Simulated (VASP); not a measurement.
# Se (P3_121) in VASP: further runs

Se is run at these levels: PBE+D3(BJ); tasks: single point.

All numbers are computed with VASP 6.6.1; they aren't measurements. Logs are shortened: lines on timing, memory, paths and dates and some standing lists are left out, and cuts for length are marked.

### 1 The cell of the first run

Symmetry: P3_121, No. 152, trigonal system. Conventional cell: a = 4.505 Å, b = 4.505 Å, c = 4.979 Å, α = 90.00°, β = 90.00°, γ = 120.00°. Within 3.1 Å of Se (site symmetry 2) lie 2 Se at 2.38 Å.

### 2 Single point, PBE+D3(BJ)

Input file INCAR:

```
PREC = Accurate
ENCUT = 520
EDIFF = 1E-6
ISMEAR = 0
SIGMA = 0.1
LREAL = F
LASPH = T
NELM = 80
ALGO = Normal
ISIF = 2
LWAVE = F
LCHARG = F
GGA = PE
IVDW = 12
NBANDS = 16
```

Input file KPOINTS:

```
regular mesh
0
Gamma
  6 6 4
```

Input file POSCAR:

```
Se
1.0
    4.5048207000      0.0000000000      0.0000000000
   -2.2524103500      3.9012891700      0.0000000000
    0.0000000000      0.0000000000      4.9787963200
Se
3
Direct
    0.2178929800      0.0000000000      0.3333333300
    0.0000000000      0.2178929800      0.6666666700
    0.7821070200      0.7821070200      0.0000000000
```

Potentials or basis: VASP PAW PBE potentials, release 64 (Se).

On the command line:

```
$ cat potpaw_PBE.64/Se/POTCAR > POTCAR
$ mpirun -np 1 vasp_std > vasp.out
```

OUTCAR:

```text
PREC = Accurate
   ENCUT = 520
   EDIFF = 1E-6
   ISMEAR = 0
   LREAL = F
   LASPH = T
   NELM = 80
   ISIF = 2
   GGA = PE
   IVDW = 12
 IVDW          = 12

 ion  position               nearest neighbor table
   1  0.218  0.000  0.333-   3 2.38   2 2.38
   2  0.000  0.218  0.667-   3 2.38   1 2.38
   3  0.782  0.782  0.000-   1 2.38   2 2.38

  LATTYP: Found a hexagonal cell.
 ALAT       =     4.5048207000
 C/A-ratio  =     1.1052152020

  Lattice vectors:

 A1 = (   4.5048207000,   0.0000000000,   0.0000000000)
 A2 = (  -2.2524103500,   3.9012891700,   0.0000000000)
 A3 = (   0.0000000000,   0.0000000000,   4.9787963200)

Analysis of symmetry for initial positions (statically):
=====================================================================
 Subroutine PRICEL returns:
 Original cell was already a primitive cell.

 Routine SETGRP: Setting up the symmetry group for a
 hexagonal supercell.

 Subroutine GETGRP returns: Found  6 space group operations
 (whereof  2 operations were pure point group operations)
 out of a pool of 24 trial point group operations.

The static configuration has the point symmetry C_2 .
 The point group associated with its full space group is D_3 .

Analysis of symmetry for dynamics (positions and initial velocities):
=====================================================================
 Subroutine PRICEL returns:
 Original cell was already a primitive cell.

 Routine SETGRP: Setting up the symmetry group for a
 hexagonal supercell.

 Subroutine GETGRP returns: Found  6 space group operations
 (whereof  2 operations were pure point group operations)
 out of a pool of 24 trial point group operations.

The dynamic configuration has the point symmetry C_2 .
 The point group associated with its full space group is D_3 .

 Subroutine INISYM returns: Found  6 space group operations
 (whereof  2 operations are pure point group operations),
 and found     1 'primitive' translations

----------------------------------------------------------------------------------------

                                     Primitive cell

  volume of cell :      87.5004

  direct lattice vectors                    reciprocal lattice vectors
     4.504820700  0.000000000  0.000000000     0.221984418  0.128162763  0.000000000
    -2.252410350  3.901289170  0.000000000     0.000000000  0.256325526  0.000000000
     0.000000000  0.000000000  4.978796320     0.000000000  0.000000000  0.200851759

  length of vectors
     4.504820700  4.504820704  4.978796320     0.256325527  0.256325526  0.200851759

  position of ions in fractional coordinates (direct lattice)
     0.217892980  0.000000000  0.333333330
     1.000000000  0.217892980  0.666666670
     0.782107020  0.782107020  0.000000000

  ion indices of the primitive-cell ions
   primitive index   ion index
                 1           1
                 2           2
                 3           3

----------------------------------------------------------------------------------------

 KPOINTS: regular mesh

Automatic generation of k-mesh.
 Grid dimensions read from file:
 generate k-points for:    6    6    4

 Generating k-lattice:

  Cartesian coordinates                     Fractional coordinates (reciprocal lattice)
     0.036997403  0.021360461  0.000000000     0.166666667 -0.000000000  0.000000000
     0.000000000  0.042720921  0.000000000     0.000000000  0.166666667  0.000000000
     0.000000000  0.000000000  0.050212940     0.000000000  0.000000000  0.250000000

  Length of vectors
     0.042720921  0.042720921  0.050212940

  Shift w.r.t. Gamma in fractional coordinates (k-lattice)
     0.000000000  0.000000000  0.000000000

 Subroutine IBZKPT returns following result:
 ===========================================

 Found     24 irreducible k-points:

 Following reciprocal coordinates:
            Coordinates               Weight
  0.000000  0.000000  0.000000      1.000000
  0.166667  0.000000  0.000000      6.000000
  0.333333  0.000000  0.000000      6.000000
  0.500000  0.000000  0.000000      3.000000
  0.166667  0.166667  0.000000      6.000000
  0.333333  0.166667  0.000000     12.000000
[... 16 lines left out ...]
  0.333333  0.166667  0.500000     12.000000
  0.333333  0.333333  0.500000      2.000000
   k-points           NKPTS =     24   k-points in BZ     NKDIM =     24   number of bands    NBANDS=     16
   number of dos      NEDOS =    301   number of ions     NIONS =      3
   total plane-waves  NPLWV =  51840
   dimension x,y,z NGX =    36 NGY =   36 NGZ =   40
   dimension x,y,z NGXF=    72 NGYF=   72 NGZF=   80
   ions per type =               3
   NGX,Y,Z   is equivalent  to a cutoff of  13.29, 13.29, 13.36 a.u.
   NGXF,Y,Z  is equivalent  to a cutoff of  26.57, 26.57, 26.71 a.u.
 SYSTEM =  unknown system
   PREC   = accura    normal or accurate (medium, high low for compatibility)
   ISTART =      0    job   : 0-new  1-cont  2-samecut
   ICHARG =      2    charge: 1-file 2-atom 10-const
   ISPIN  =      1    spin polarized calculation?
   LNONCOLLINEAR =      F non collinear calculations
   LSORBIT =      F    spin-orbit coupling
   LASPH  =      T    aspherical Exc in radial PAW
   ENCUT  =  520.0 eV  38.22 Ry    6.18 a.u.   8.38  8.38  9.26*2*pi/ulx,y,z
   NELM   =     80;   NELMIN=  2; NELMDL= -5     # of ELM steps
   EDIFF  = 0.1E-05   stopping-criterion for ELM
   LREAL  =      F    real-space projection
   EDIFFG = 0.1E-04   stopping-criterion for IOM
   NSW    =      0    number of steps for IOM
   IBRION =     -1    ionic relax: 0-MD 1-quasi-New 2-CG
   NFREE  =      0    steps in history (QN), initial steepest desc. (CG)
   ISIF   =      2    stress and relaxation
   ISYM   =      2    0-nonsym 1-usesym 2-fastsym
   POTIM  = 0.5000    time-step for ionic-motion
   TEBEG  =    0.0;   TEEND  =   0.0 temperature during run
   PSTRESS=    0.0 pullay stress
   NELECT =      18.0000    total number of electrons
   NUPDOWN=      -1.0000    fix difference up-down
   EMIN   =  10.00;   EMAX   =-10.00  energy-range for DOS
   EFERMI =   0.00;   METHOD = LEGACY
   ISMEAR =     0;   SIGMA  =   0.10  broadening in eV -4-tet -1-fermi 0-gaus
   EFERMI_NEDOS =   21; number of points for ismear=-14 and -15
   IALGO  =     38    algorithm
   IMIX   =      4    mixing-type and parameters
     AMIX     =   0.40;   BMIX     =  1.00
     AMIX_MAG =   1.60;   BMIX_MAG =  1.00
  volume/ion in A,a.u.               =      29.17       196.83
  Fermi-wavevector in a.u.,A,eV,Ry     =   0.966412  1.826254 12.707191  0.933952
  Thomas-Fermi vector in A             =   2.096211
   LORBIT       =      0    0 simple, 1 ext, 2 COOP (PROOUT), +10 PAW based schemes
   GGA     = PE    functional components
   LHFCALC =     F    Hartree Fock is set to
   AEXX    =    0.0000 exact exchange contribution
   IVDW    =    12    specifies the selected vdW correction
   LEPSILON=     F    determine dielectric tensor
   LRPA    =     F    only Hartree local field effects (RPA)
 non-spin polarized calculation
 Gauss-broadening in eV      SIGMA  =   0.10
  energy-cutoff  :      520.00
  volume of cell :       87.50
 maximum number of plane-waves:      2389
 NGX is ok and might be reduce to    36
   NGX = 17   NGY = 17   NGZ = 19

 number of electron      18.0000000 magnetization

 Free energy of the ion-electron system (eV)
  ---------------------------------------------------
  ext. energy  EPLUGINS =         0.00000000
  ---------------------------------------------------
  free energy    TOTEN  =       -10.49563280 eV

  energy without entropy =      -10.49563280  energy(sigma->0) =      -10.49563280

 E-fermi :   2.5041     XC(G=0):  -8.5071

 val. band max:        2.0506887347   @ k =   0.5000   0.0000   0.5000
 cond. band min:       3.1436746334   @ k =   0.3333   0.3333   0.5000
 fundamental gap:      1.0929858987
 Fermi energy:         2.5040765937

 k-point     1 :       0.0000    0.0000    0.0000
  band No.  band energies     occupation
      1     -13.5510      2.00000
      2      -9.5691      2.00000
      3      -9.5691      2.00000
      4      -1.7843      2.00000
      5      -1.7843      2.00000
      6      -1.5123      2.00000
[... 8 lines left out ...]
     15       8.6450      0.00000
     16      10.4560      0.00000

 k-point     2 :       0.1667    0.0000    0.0000
  band No.  band energies     occupation
      1     -13.4699      2.00000
      2      -9.6518      2.00000
      3      -9.5649      2.00000
      4      -2.2848      2.00000
      5      -2.0180      2.00000
      6      -1.3623      2.00000
[... 8 lines left out ...]
     15       9.2972      0.00000
     16      10.4678      0.00000

 k-point     3 :       0.3333    0.0000    0.0000
  band No.  band energies     occupation
      1     -13.2910      2.00000
      2      -9.8474      2.00000
      3      -9.5559      2.00000
      4      -2.7286      2.00000
      5      -2.3328      2.00000
      6      -1.3043      2.00000
[... 8 lines left out ...]
     15      10.4969      0.00000
     16      11.3745      0.00000

 k-point     4 :       0.5000    0.0000    0.0000
  band No.  band energies     occupation
      1     -13.1910      2.00000
      2      -9.9624      2.00000
      3      -9.5512      2.00000
      4      -2.8418      2.00000
      5      -2.4650      2.00000
      6      -1.1486      2.00000
[... 8 lines left out ...]
     15      11.4152      0.00000
     16      11.5190      0.00000

 k-point     5 :       0.1667    0.1667    0.0000
  band No.  band energies     occupation
      1     -13.3385      2.00000
      2      -9.7672      2.00000
      3      -9.5864      2.00000
      4      -2.5865      2.00000
      5      -2.3744      2.00000
      6      -1.2183      2.00000
[... 8 lines left out ...]
     15       9.9565      0.00000
     16      10.8216      0.00000

 k-point     6 :       0.3333    0.1667    0.0000
  band No.  band energies     occupation
      1     -13.1927      2.00000
      2      -9.8915      2.00000
      3      -9.6261      2.00000
      4      -2.7733      2.00000
      5      -2.5592      2.00000
      6      -1.0363      2.00000
[... 8 lines left out ...]
     15      10.8572      0.00000
     16      11.3710      0.00000

 k-point     7 :       0.3333    0.3333    0.0000
  band No.  band energies     occupation
      1     -13.1418      2.00000
      2      -9.7913      2.00000
      3      -9.7913      2.00000
      4      -2.7088      2.00000
      5      -2.7088      2.00000
      6      -0.5817      2.00000
[... 8 lines left out ...]
     15       9.8006      0.00000
     16      11.5590      0.00000

 k-point     8 :       0.0000    0.0000    0.2500
  band No.  band energies     occupation
      1     -13.2626      2.00000
      2     -11.1268      2.00000
      3      -8.1242      2.00000
      4      -2.3714      2.00000
      5      -1.4814      2.00000
      6      -1.3982      2.00000
[... 8 lines left out ...]
     15       9.3076      0.00000
     16       9.3493      0.00000

 k-point     9 :       0.1667    0.0000    0.2500
  band No.  band energies     occupation
      1     -13.1858      2.00000
      2     -11.0960      2.00000
      3      -8.2730      2.00000
      4      -2.5504      2.00000
      5      -1.9716      2.00000
      6      -1.2125      2.00000
[... 8 lines left out ...]
     15       9.3193      0.00000
     16       9.6499      0.00000
[... 172 lines left out ...]
 k-point    19 :       0.1667    0.0000    0.5000
  band No.  band energies     occupation
      1     -12.3723      2.00000
      2     -12.3498      2.00000
      3      -7.6685      2.00000
      4      -2.9412      2.00000
      5      -1.5995      2.00000
      6      -1.5325      2.00000
[... 8 lines left out ...]
     15       9.9375      0.00000
     16      10.4067      0.00000

 k-point    20 :       0.3333    0.0000    0.5000
  band No.  band energies     occupation
      1     -12.2650      2.00000
      2     -12.1871      2.00000
      3      -8.0777      2.00000
      4      -3.3413      2.00000
      5      -2.0646      2.00000
      6      -1.8907      2.00000
[... 8 lines left out ...]
     15      10.1105      0.00000
     16      10.6902      0.00000

 k-point    21 :       0.5000    0.0000    0.5000
  band No.  band energies     occupation
      1     -12.2089      2.00000
      2     -12.0965      2.00000
      3      -8.2823      2.00000
      4      -3.5658      2.00000
      5      -2.2276      2.00000
      6      -2.0402      2.00000
[... 8 lines left out ...]
     15      10.7929      0.00000
     16      11.0356      0.00000

 k-point    22 :       0.1667    0.1667    0.5000
  band No.  band energies     occupation
      1     -12.2860      2.00000
      2     -12.2369      2.00000
      3      -7.9719      2.00000
      4      -3.2024      2.00000
      5      -2.0006      2.00000
      6      -1.9185      2.00000
[... 8 lines left out ...]
     15      10.1740      0.00000
     16      10.5306      0.00000

 k-point    23 :       0.3333    0.1667    0.5000
  band No.  band energies     occupation
      1     -12.1908      2.00000
      2     -12.1173      2.00000
      3      -8.2676      2.00000
      4      -3.4728      2.00000
      5      -2.3804      2.00000
      6      -2.2658      2.00000
[... 8 lines left out ...]
     15      10.3689      0.00000
     16      11.1910      0.00000

 k-point    24 :       0.3333    0.3333    0.5000
  band No.  band energies     occupation
      1     -12.1175      2.00000
      2     -12.1175      2.00000
      3      -8.3528      2.00000
      4      -3.4729      2.00000
      5      -2.5757      2.00000
      6      -2.5757      2.00000
[... 8 lines left out ...]
     15      10.6468      0.00000
     16      10.6468      0.00000

------------------------ aborting loop because EDIFF is reached ----------------------------------------

 Edisp (eV)   -0.87491

 E8    (eV) :    -0.3586

  FORCE on cell =-STRESS in cart. coord.  units (eV):
  Direction    XX          YY          ZZ          XY          YZ          ZX
  --------------------------------------------------------------------------------------
  -------------------------------------------------------------------------------------
  Total      -0.34796    -0.34796     0.30686     0.00000     0.00000    -0.00000
  in kB      -6.37138    -6.37138     5.61876     0.00000     0.00000    -0.00000
  external pressure =       -2.37 kB  Pullay stress =        0.00 kB

 VOLUME and BASIS-vectors are now :
 -----------------------------------------------------------------------------
  energy-cutoff  :      520.00
  volume of cell :       87.50
      direct lattice vectors                 reciprocal lattice vectors
     4.504820700  0.000000000  0.000000000     0.221984418  0.128162763  0.000000000
    -2.252410350  3.901289170  0.000000000     0.000000000  0.256325526  0.000000000
     0.000000000  0.000000000  4.978796320     0.000000000  0.000000000  0.200851759

 POSITION                                       TOTAL-FORCE (eV/Angst)
 -----------------------------------------------------------------------------------
      0.98157      0.00000      1.65960         0.343263      0.000000     -0.000000
     -0.49078      0.85006      3.31920        -0.171631      0.297274      0.000000
      1.76163      3.05123      0.00000        -0.171631     -0.297274     -0.000000
 -----------------------------------------------------------------------------------
    total drift:                                0.000003     -0.000003      0.000000

  FREE ENERGIE OF THE ION-ELECTRON SYSTEM (eV)
  ---------------------------------------------------
  free  energy   TOTEN  =       -11.3705404608 eV

  energy  without entropy=      -11.3705404608  energy(sigma->0) =      -11.37054046
```

Wall time 26 s (1 thread of Intel Xeon Platinum 8259CL at 2.50GHz (Skylake/Cascade Lake), shared host); peak memory 0.22 GiB.

What came out:

* Free energy: -11.3705 eV
* Pressure: -0.2 GPa
* Largest force: 0.343 eV/Å
* Band gap on the k mesh: 1.09 eV (least direct gap 1.34 eV)
* Dispersion energy per atom: -0.292 eV

Forces on the atoms (eV/Å):
```
Se   0.343  0.000  0.000
Se  -0.172  0.297  0.000
Se  -0.172 -0.297  0.000
```

Stress tensor (GPa, compression positive):
```
-0.64  0.00  0.00
 0.00 -0.64  0.00
 0.00  0.00  0.56
```

Levels at points of the mesh, in eV from the valence-band top:
| k point | band 7 | band 8 | band 9 | band 10 | band 11 | band 12 |
| --- | --- | --- | --- | --- | --- | --- |
| (0.00, 0.00, 0.00) | -1.97 | -1.97 | -0.35 | 2.00 | 2.00 | 2.31 |
| (0.50, 0.00, 0.00) | -2.67 | -1.79 | -0.91 | 2.05 | 2.49 | 3.95 |
| (0.00, 0.00, 0.50) | -1.42 | -1.42 | -0.99 | 1.37 | 1.37 | 1.37 |
| (0.50, 0.00, 0.50) | -1.65 | -1.17 | 0.00 | 1.62 | 2.66 | 3.02 |

A k mesh can miss the band edges.

### 3 Single point, PBE+D3(BJ)

This run uses another cell than the first one, of 24.49 Å³/atom.

Input file INCAR:

```
SYSTEM = Se
PREC     = Accurate       ! precision mode
ENCUT    = 520            ! plane-wave cutoff, eV
EDIFF    = 1E-6           ! SCF threshold, eV
ISMEAR   = 0              ! smearing method
SIGMA    = 0.02           ! smearing width, eV
LREAL    = .FALSE.        ! projectors in reciprocal space
LASPH    = .TRUE.         ! aspherical terms in the spheres
NELM     = 60             ! most SCF steps
ALGO     = Normal         ! electronic algorithm
ISIF     = 2              ! what is computed and relaxed
LWAVE    = .FALSE.        ! write WAVECAR
LCHARG   = .FALSE.        ! write CHGCAR
GGA      = PE             ! functional
IVDW     = 12             ! dispersion correction
NBANDS   = 16             ! bands
```

Input file KPOINTS:

```
regular mesh
0
G
  9 9 6
  0 0 0
```

Input file POSCAR:

```
Se
1.0
    4.0669563990      0.0000000000      0.0000000000
   -2.0334781995      3.5220875577      0.0000000000
    0.0000000000      0.0000000000      5.1287646804
Se
3
Direct
    0.2473598548      0.0000000000      0.3333333333
    0.0000000000      0.2473598548      0.6666666667
    0.7526401452      0.7526401452      0.0000000000
```

Potentials or basis: VASP PAW PBE potentials, release 64 (Se).

On the command line:

```
$ cat potpaw_PBE.64/Se/POTCAR > POTCAR
$ mpirun -np 1 vasp_std > vasp.out
```

Wall time 48 s (1 thread of Intel Xeon Platinum 8259CL at 2.50GHz (Skylake/Cascade Lake), shared host); peak memory 0.22 GiB.

It converged, with:

```yaml
Free_energy: -11.4919 eV
Pressure: 0.1 GPa
Largest_force: 0.020 eV/Å
Band_gap_on_the_k_mesh: 0.52 eV
Dispersion_energy_per_atom: -0.356 eV
```

Forces on the atoms (eV/Å):
```
Se   0.020  0.000  0.000
Se  -0.010  0.017  0.000
Se  -0.010 -0.017  0.000
```

Levels at points of the mesh, in eV from the valence-band top:
```tsv
k point	band 6	band 7	band 8	band 9	band 10	band 11	band 12	band 13
(0.00, 0.00, 0.00)	-3.43	-1.86	-1.86	-0.52	1.48	1.48	2.07	6.42
(0.00, 0.00, 0.50)	-3.08	-1.37	-1.34	-1.34	0.95	0.97	0.97	5.70
```

A k mesh can miss the band edges.
